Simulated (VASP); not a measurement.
# AlN: single point with LDA

Crystal: AlN.

```
CELL_PARAMETERS angstrom
0.00000 2.11570 2.32727
2.11570 0.00000 2.32727
2.11570 2.11570 0.00000
ATOMIC_POSITIONS crystal
Al 0.00000 0.00000 0.00000
N 0.75000 0.75000 0.75000
```

This cell differs from its parent crystal: ratio of the length along z to the lengths across it x 1.1, volume and fractional coordinates fixed.

```yaml
Program: VASP 6.6.1
Task: single point
Functional: LDA
Potentials_or_basis: VASP PAW LDA potentials, release 64 (Al, N)
Cutoff: 520 eV
k_mesh: 10 × 10 × 10
Occupations: gaussian, width 0.05 eV
Spin: no spin polarisation
Dipole_correction: no
Further_INCAR_settings: ALGO = Normal; EDIFF = 1e-06; NBANDS = 11
```

```
Pressure               : -3.7 GPa
Band gap on the k mesh : 2.90 eV, indirect (least direct gap 4.00 eV)
```

Stress tensor (GPa, compression positive):
```
  2.06   0.00   0.00
  0.00   2.06   0.00
  0.00   0.00 -15.16
```

Levels at points of the mesh, in eV from the valence-band top:
```
           k point  band 2  band 3  band 4  band 5  band 6  band 7
(0.00, 0.00, 0.00)   -0.53   -0.04   -0.04    3.96   12.11   12.11
(0.50, 0.00, 0.00)   -6.13   -1.14   -0.27    6.62    9.54   10.45
(0.50, 0.50, 0.00)   -5.79   -1.47   -1.47    3.39    9.15   12.38
(0.50, 0.00, 0.50)   -4.87   -2.27   -2.23    2.90    7.69   13.59
```

Wall time 22 s on 1 thread of Intel Xeon 8259CL (shared host), peak memory 0.14 GiB.

 A k mesh can miss the band edges.
